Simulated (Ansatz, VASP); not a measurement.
Two plane-wave programs on Rh

The input INCAR:

```
SYSTEM = Rh
PREC = Accurate ; ENCUT = 520
EDIFF = 1E-6 ; ISMEAR = 0
SIGMA = 0.15 ; LREAL = .FALSE.
LASPH = .TRUE. ; NELM = 80
ALGO = Fast ; ISIF = 2
LWAVE = .FALSE. ; LCHARG = .FALSE.
GGA = PS ; NBANDS = 38
```

File KPOINTS:

```
regular mesh
0
G
  18 18 6
  0 0 0
```

Contents of POSCAR:

```
Rh
1.0
    2.7246615065      0.0000000000      0.0000000000
   -1.3623307533      2.1895504155      0.0000000000
    0.0000000000      0.0000000000      9.0478106183
Rh
4
Direct
    0.0000000000      0.0000000000      0.0000000000
    0.3333333333      0.6666666667      0.2500000000
    0.0000000000      0.0000000000      0.5000000000
    0.6666666667      0.3333333333      0.7500000000
```

Input for Ansatz:

```yaml
crystal:
  lattice:
    - [2.7246615065, 0.0, 0.0]
    - [-1.3623307533, 2.1895504155, 0.0]
    - [0.0, 0.0, 9.0478106183]
  atoms:
    - { symbol: Rh, position: [0.0, 0.0, 0.0] }
    - { symbol: Rh, position: [0.3333333333, 0.6666666667, 0.25] }
    - { symbol: Rh, position: [0.0, 0.0, 0.5] }
    - { symbol: Rh, position: [0.6666666667, 0.3333333333, 0.75] }
basis:
  ecutwfc: 420
kpoints:
  mp_grid: { grid: [18, 18, 6] }
hamiltonian:
  xc: pbesol
  pseudopotentials: { kind: paw, azcp: { folder: soft_1 } }
scf:
  occupations: { method: gaussian, width: 0.15 }
output:
  forces: true
  stress: true
  eigenvalues: true
  write_density: true
  write_potential: true
  elf: true
  volumetric_format: npy
```

Change from the starting cell: strain +e along x and -e along y +0.0367, strain +e along z and -e/2 along x and y +0.0367.

Alike in both runs: task single point; functional PBEsol; k mesh 18 × 18 × 6; occupations gaussian, width 0.15 eV; no spin polarisation.

|  | VASP | Ansatz |
| --- | --- | --- |
| version | VASP 6.6.1 | Ansatz 0.2.0 |
| potentials or method | VASP PAW PBE potentials, release 64 (Rh_pv), cutoff 520 eV | scalar-relativistic, plane waves, PAW |
| valence electrons in the cell | 60 | 68 |

Ansatz gave:

* gap on the k mesh at the Fermi level (eV): none
* pressure (GPa): 3.3
* traceless stress, the component that is largest in VASP (GPa): 21.26
* rms of the force components (eV/Å): 0.052

Problem. What did VASP give for the same quantities?

Solution. gap on the k mesh at the Fermi level (eV): none; pressure (GPa): 3.1; traceless stress, the component that is largest in VASP (GPa): 21.20; rms of the force components (eV/Å): 0.052.

VASP's potentials were made for PBE, not for PBEsol, and Ansatz warns of the same on its side. Atom by atom the forces differ by 0.000 eV/Å (rms over components). A gap of «none» marks a metal or a gap that the smearing closes. VASP's potentials hold 60 valence electrons a cell and Ansatz's 68, so a difference there can come from the potentials and not from the codes.
